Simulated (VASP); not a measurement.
# In2GaSbAs2 (an interface model) in VASP: notebook

The runs below take In2GaSbAs2 (an interface model) through single point, with PBEsol.

Everything below comes from runs of VASP 6.6.1. Logs are shortened: lines on timing, memory, paths and dates and some standing lists are left out, and cuts for length are marked.

**1. The cell of the first run**

The cell holds layers of an interface, 18 atoms: a = 4.304 Å, b = 4.304 Å, c = 31.710 Å, α = 90.00°, β = 90.00°, γ = 120.00°.

**2. Single point, PBEsol**

INCAR reads:

```
ALGO = Normal
EDIFF = 1E-6
ENCUT = 400
GGA = PS
GGA_COMPAT = F
ISIF = 2
ISMEAR = -1
LASPH = T
LCHARG = T
LELF = T
LREAL = F
LVHAR = T
LWAVE = F
NBANDS = 96
NELM = 120
PREC = Accurate
SIGMA = 0.05
```

KPOINTS reads:

```
k-points
0
Gamma
  6 6 1
```

POSCAR reads:

```
In2GaSbAs2
1.0
    3.0436690000     -3.0436690000      0.0000000000
    0.0000000000      3.0436690000     -3.0436690000
   18.3076100000     18.3076100000     18.3076100000
In Ga As Sb
6 3 6 3
Direct
    0.0000000000      0.0000000000      0.0000000000
    0.0000000000      0.0000000000      0.3325030000
    0.3333330000      0.6666670000      0.1108340000
    0.3333330000      0.6666670000      0.4433370000
    0.6666670000      0.3333330000      0.2216690000
    0.6666670000      0.3333330000      0.5541720000
    0.0000000000      0.0000000000      0.6650060000
    0.3333330000      0.6666670000      0.7766710000
    0.6666670000      0.3333330000      0.8883350000
    0.0000000000      0.0000000000      0.0831260000
    0.0000000000      0.0000000000      0.4156290000
    0.3333330000      0.6666670000      0.1939600000
    0.3333330000      0.6666670000      0.5264630000
    0.6666670000      0.3333330000      0.3047950000
    0.6666670000      0.3333330000      0.6372980000
    0.0000000000      0.0000000000      0.7487550000
    0.3333330000      0.6666670000      0.8604190000
    0.6666670000      0.3333330000      0.9720840000
```

Potentials or basis: VASP PAW PBE potentials, release 64 (In_d, Ga_d, As, Sb).

Command:

```console
cat potpaw_PBE.64/In_d/POTCAR potpaw_PBE.64/Ga_d/POTCAR potpaw_PBE.64/As/POTCAR potpaw_PBE.64/Sb/POTCAR > POTCAR
mpirun -np 1 vasp_std > vasp.out
```

OUTCAR:

```text
EDIFF = 1E-6
   ENCUT = 400
   GGA = PS
   ISIF = 2
   ISMEAR = -1
   LASPH = T
   LREAL = F
   NELM = 120
   PREC = Accurate

 ion  position               nearest neighbor table
   1  0.000  0.000  0.000-  10 2.64  18 2.64  18 2.64  18 2.64
   2  0.000  0.000  0.333-  14 2.64  14 2.64  14 2.64  11 2.64
   3  0.333  0.667  0.111-  10 2.64  10 2.64  10 2.64  12 2.64
   4  0.333  0.667  0.443-  11 2.64  11 2.64  11 2.64  13 2.64
   5  0.667  0.333  0.222-  12 2.64  12 2.64  14 2.64  12 2.64
   6  0.667  0.333  0.554-  13 2.64  13 2.64  15 2.64  13 2.64
[... 10 lines left out ...]
  17  0.333  0.667  0.860-   9 2.64   9 2.64   9 2.64   8 2.66
  18  0.667  0.333  0.972-   1 2.64   1 2.64   1 2.64   9 2.66

  LATTYP: Found a hexagonal cell.
 ALAT       =     4.3043979792
 C/A-ratio  =     7.3668166463

  Lattice vectors:

 A1 = (   3.0436690000,  -3.0436690000,   0.0000000000)
 A2 = (   0.0000000000,   3.0436690000,  -3.0436690000)
 A3 = (  18.3076100000,  18.3076100000,  18.3076100000)

Analysis of symmetry for initial positions (statically):
=====================================================================
 Subroutine PRICEL returns:
 Original cell was already a primitive cell.

 Routine SETGRP: Setting up the symmetry group for a
 hexagonal supercell.

 Subroutine GETGRP returns: Found  6 space group operations
 (whereof  6 operations were pure point group operations)
 out of a pool of 24 trial point group operations.

The static configuration has the point symmetry C_3v.

Analysis of symmetry for dynamics (positions and initial velocities):
=====================================================================
 Subroutine PRICEL returns:
 Original cell was already a primitive cell.

 Routine SETGRP: Setting up the symmetry group for a
 hexagonal supercell.

 Subroutine GETGRP returns: Found  6 space group operations
 (whereof  6 operations were pure point group operations)
 out of a pool of 24 trial point group operations.

The dynamic configuration has the point symmetry C_3v.

 Subroutine INISYM returns: Found  6 space group operations
 (whereof  6 operations are pure point group operations),
 and found     1 'primitive' translations

----------------------------------------------------------------------------------------

                                     Primitive cell

  volume of cell :     508.8008

  direct lattice vectors                    reciprocal lattice vectors
     3.043669000 -3.043669000  0.000000000     0.219033892 -0.109516946 -0.109516946
     0.000000000  3.043669000 -3.043669000     0.109516946  0.109516946 -0.219033892
    18.307610000 18.307610000 18.307610000     0.018207365  0.018207365  0.018207365

  length of vectors
     4.304397979  4.304397979 31.709710685     0.268260636  0.268260636  0.031536081

  position of ions in fractional coordinates (direct lattice)
     0.000000000  0.000000000  0.000000000
     0.000000000  0.000000000  0.332503000
     0.333333000  0.666667000  0.110834000
     0.333333000  0.666667000  0.443337000
     0.666667000  0.333333000  0.221669000
     0.666667000  0.333333000  0.554172000
[... 10 lines left out ...]
     0.333333000  0.666667000  0.860419000
     0.666667000  0.333333000  0.972084000

  ion indices of the primitive-cell ions
   primitive index   ion index
                 1           1
                 2           2
                 3           3
                 4           4
                 5           5
                 6           6
[... 10 lines left out ...]
                17          17
                18          18

----------------------------------------------------------------------------------------

 KPOINTS: k-points

Automatic generation of k-mesh.
 Grid dimensions read from file:
 generate k-points for:    6    6    1

 Generating k-lattice:

  Cartesian coordinates                     Fractional coordinates (reciprocal lattice)
     0.036505649 -0.018252824 -0.018252824     0.166666667  0.000000000  0.000000000
     0.018252824  0.018252824 -0.036505649     0.000000000  0.166666667  0.000000000
     0.018207365  0.018207365  0.018207365     0.000000000  0.000000000  1.000000000

  Length of vectors
     0.044710106  0.044710106  0.031536081

  Shift w.r.t. Gamma in fractional coordinates (k-lattice)
     0.000000000  0.000000000  0.000000000

 Subroutine IBZKPT returns following result:
 ===========================================

 Found      7 irreducible k-points:

 Following reciprocal coordinates:
            Coordinates               Weight
  0.000000  0.000000  0.000000      1.000000
  0.166667  0.000000  0.000000      6.000000
  0.333333  0.000000  0.000000      6.000000
  0.500000  0.000000  0.000000      3.000000
  0.166667  0.166667  0.000000      6.000000
  0.333333  0.166667  0.000000     12.000000
  0.333333  0.333333  0.000000      2.000000
   k-points           NKPTS =      7   k-points in BZ     NKDIM =      7   number of bands    NBANDS=     96
   number of dos      NEDOS =    301   number of ions     NIONS =     18
   total plane-waves  NPLWV = 164640
   dimension x,y,z NGX =    28 NGY =   28 NGZ =  210
   dimension x,y,z NGXF=    56 NGYF=   56 NGZF=  420
   ions per type =               6   3   6   3
   NGX,Y,Z   is equivalent  to a cutoff of  10.81, 10.81, 11.01 a.u.
   NGXF,Y,Z  is equivalent  to a cutoff of  21.63, 21.63, 22.02 a.u.
 SYSTEM =  unknown system
   PREC   = accura    normal or accurate (medium, high low for compatibility)
   ISTART =      0    job   : 0-new  1-cont  2-samecut
   ICHARG =      2    charge: 1-file 2-atom 10-const
   ISPIN  =      1    spin polarized calculation?
   LNONCOLLINEAR =      F non collinear calculations
   LSORBIT =      F    spin-orbit coupling
   LASPH  =      T    aspherical Exc in radial PAW
   ENCUT  =  400.0 eV  29.40 Ry    5.42 a.u.   7.02  7.02 51.71*2*pi/ulx,y,z
   NELM   =    120;   NELMIN=  2; NELMDL= -5     # of ELM steps
   EDIFF  = 0.1E-05   stopping-criterion for ELM
   LREAL  =      F    real-space projection
   EDIFFG = 0.1E-04   stopping-criterion for IOM
   NSW    =      0    number of steps for IOM
   IBRION =     -1    ionic relax: 0-MD 1-quasi-New 2-CG
   NFREE  =      0    steps in history (QN), initial steepest desc. (CG)
   ISIF   =      2    stress and relaxation
   ISYM   =      2    0-nonsym 1-usesym 2-fastsym
   POTIM  = 0.5000    time-step for ionic-motion
   TEBEG  =    0.0;   TEEND  =   0.0 temperature during run
   PSTRESS=    0.0 pullay stress
   NELECT =     162.0000    total number of electrons
   NUPDOWN=      -1.0000    fix difference up-down
   EMIN   =  10.00;   EMAX   =-10.00  energy-range for DOS
   EFERMI =   0.00;   METHOD = LEGACY
   ISMEAR =    -1;   SIGMA  =   0.05  broadening in eV -4-tet -1-fermi 0-gaus
   EFERMI_NEDOS =   21; number of points for ismear=-14 and -15
   IALGO  =     38    algorithm
   IMIX   =      4    mixing-type and parameters
     AMIX     =   0.40;   BMIX     =  1.00
     AMIX_MAG =   1.60;   BMIX_MAG =  1.00
  volume/ion in A,a.u.               =      28.27       190.75
  Fermi-wavevector in a.u.,A,eV,Ry     =   1.117885  2.112497 17.002760  1.249668
  Thomas-Fermi vector in A             =   2.254512
   LORBIT       =      0    0 simple, 1 ext, 2 COOP (PROOUT), +10 PAW based schemes
   GGA     = PS    functional components
   LHFCALC =     F    Hartree Fock is set to
   AEXX    =    0.0000 exact exchange contribution
   IVDW    =     0    specifies the selected vdW correction
   LEPSILON=     F    determine dielectric tensor
   LRPA    =     F    only Hartree local field effects (RPA)
 non-spin polarized calculation
  energy-cutoff  :      400.00
  volume of cell :      508.80
 maximum number of plane-waves:      9279
 NGX is ok and might be reduce to    28
   NGX = 13   NGY = 13   NGZ =103

 number of electron     162.0000002 magnetization

 Free energy of the ion-electron system (eV)
  ---------------------------------------------------
  ext. energy  EPLUGINS =         0.00000000
  ---------------------------------------------------
  free energy    TOTEN  =       -74.78062369 eV

  energy without entropy =      -74.77540562  energy(sigma->0) =      -74.77801466

 E-fermi :   4.4860     XC(G=0):  -9.2290

 val. band max:        4.4732433886   @ k =   0.0000   0.0000   0.0000
 cond. band min:       4.9090926980   @ k =   0.0000   0.0000   0.0000
 fundamental gap:      0.4358493094
 Fermi energy:         4.4860342885

 k-point     1 :       0.0000    0.0000    0.0000
  band No.  band energies     occupation
      1     -10.5474      2.00000
      2     -10.5241      2.00000
      3     -10.5241      2.00000
      4     -10.5058      2.00000
      5     -10.4839      2.00000
      6     -10.4839      2.00000
[... 85 lines left out ...]
     92       7.5466      0.00000
     93       7.5466      0.00000

 k-point     2 :       0.1667    0.0000    0.0000
  band No.  band energies     occupation
      1     -10.5505      2.00000
      2     -10.5282      2.00000
      3     -10.5207      2.00000
      4     -10.5063      2.00000
      5     -10.4858      2.00000
      6     -10.4810      2.00000
[... 85 lines left out ...]
     92       7.3283      0.00000
     93       7.7235      0.00000

 k-point     3 :       0.3333    0.0000    0.0000
  band No.  band energies     occupation
      1     -10.5598      2.00000
      2     -10.5328      2.00000
      3     -10.5147      2.00000
      4     -10.5146      2.00000
      5     -10.4868      2.00000
      6     -10.4785      2.00000
[... 85 lines left out ...]
     92       6.8942      0.00000
     93       7.2202      0.00000

 k-point     4 :       0.5000    0.0000    0.0000
  band No.  band energies     occupation
      1     -10.5652      2.00000
      2     -10.5351      2.00000
      3     -10.5200      2.00000
      4     -10.5121      2.00000
      5     -10.4878      2.00000
      6     -10.4770      2.00000
[... 85 lines left out ...]
     92       6.6720      0.00000
     93       6.7253      0.00000

 k-point     5 :       0.1667    0.1667    0.0000
  band No.  band energies     occupation
      1     -10.5564      2.00000
      2     -10.5324      2.00000
      3     -10.5165      2.00000
      4     -10.5111      2.00000
      5     -10.4865      2.00000
      6     -10.4795      2.00000
[... 85 lines left out ...]
     92       7.6146      0.00000
     93       7.7020      0.00000

 k-point     6 :       0.3333    0.1667    0.0000
  band No.  band energies     occupation
      1     -10.5627      2.00000
      2     -10.5358      2.00000
      3     -10.5186      2.00000
      4     -10.5125      2.00000
      5     -10.4866      2.00000
      6     -10.4791      2.00000
[... 85 lines left out ...]
     92       7.5653      0.00000
     93       7.6554      0.00000

 k-point     7 :       0.3333    0.3333    0.0000
  band No.  band energies     occupation
      1     -10.5627      2.00000
      2     -10.5376      2.00000
      3     -10.5198      2.00000
      4     -10.5119      2.00000
      5     -10.4850      2.00000
      6     -10.4809      2.00000
[... 85 lines left out ...]
     92       8.6471      0.00000
     93       8.7121      0.00000
 [bands above 93 left out]

------------------------ aborting loop because EDIFF is reached ----------------------------------------

  FORCE on cell =-STRESS in cart. coord.  units (eV):
  Direction    XX          YY          ZZ          XY          YZ          ZX
  --------------------------------------------------------------------------------------
  -------------------------------------------------------------------------------------
  Total        1.6385691      1.6385691      1.6385691     -0.8559976     -0.8559976     -0.8559976
  in kB        5.1597374      5.1597374      5.1597374     -2.6954754     -2.6954754     -2.6954754
  external PRESSURE =       5.1597374 kB  Pullay stress =       0.0000000 kB

 VOLUME and BASIS-vectors are now :
 -----------------------------------------------------------------------------
  energy-cutoff  :      400.00
  volume of cell :      508.80
      direct lattice vectors                 reciprocal lattice vectors
     3.043669000 -3.043669000  0.000000000     0.219033892 -0.109516946 -0.109516946
     0.000000000  3.043669000 -3.043669000     0.109516946  0.109516946 -0.219033892
    18.307610000 18.307610000 18.307610000     0.018207365  0.018207365  0.018207365

 POSITION                                       TOTAL-FORCE (eV/Angst)
 -----------------------------------------------------------------------------------
      0.00000      0.00000      0.00000         0.652394      0.652394      0.652394
      6.08734      6.08734      6.08734         0.002509      0.002509      0.002509
      3.04366      3.04366     -0.00001         0.028062      0.028062      0.028062
      9.13100      9.13100      6.08733        -0.004731     -0.004731     -0.004731
      6.08734      3.04367      3.04367         0.009644      0.009644      0.009644
     12.17468      9.13101      9.13101        -0.007750     -0.007750     -0.007750
[... 10 lines left out ...]
     16.76677     16.76677     13.72310        -0.042280     -0.042280     -0.042280
     19.82565     16.78198     16.78198        -0.697998     -0.697998     -0.697998
 -----------------------------------------------------------------------------------
    total drift:                                0.001050      0.001044      0.001056

  FREE ENERGIE OF THE ION-ELECTRON SYSTEM (eV)
  ---------------------------------------------------
  free  energy   TOTEN  =       -74.7806236920 eV

  energy  without entropy=      -74.7754056180  energy(sigma->0) =      -74.77801466
```

Run time: 14 min. Hardware: 1 thread of AMD EPYC 7R13, shared host; peak memory 0.47 GiB.

What came out:

```yaml
Free_energy: -74.7806 eV
Pressure: 0.5 GPa
Largest_force: 1.209 eV/Å
Band_gap_on_the_k_mesh: zero (filled and empty bands touch)
```

Forces in eV/Å, atoms in the order of the input:
```
In   0.652  0.652  0.652
In   0.003  0.003  0.003
In   0.028  0.028  0.028
In  -0.005 -0.005 -0.005
In   0.010  0.010  0.010
In  -0.008 -0.008 -0.008
Ga  -0.428 -0.428 -0.428
Ga   0.020  0.020  0.020
Ga   0.043  0.043  0.043
As  -0.001 -0.001 -0.001
As   0.001  0.001  0.001
As  -0.014 -0.014 -0.014
As   0.008  0.008  0.008
As  -0.006 -0.006 -0.006
As   0.461  0.461  0.461
Sb  -0.025 -0.025 -0.025
Sb  -0.042 -0.042 -0.042
Sb  -0.698 -0.698 -0.698
```

Caveat: the PAW data sets were made with another functional, which shifts forces and pressure a little; spin-orbit coupling is left out, which moves the levels of the heavy elements.

(Part 1 of 2 ends here.)
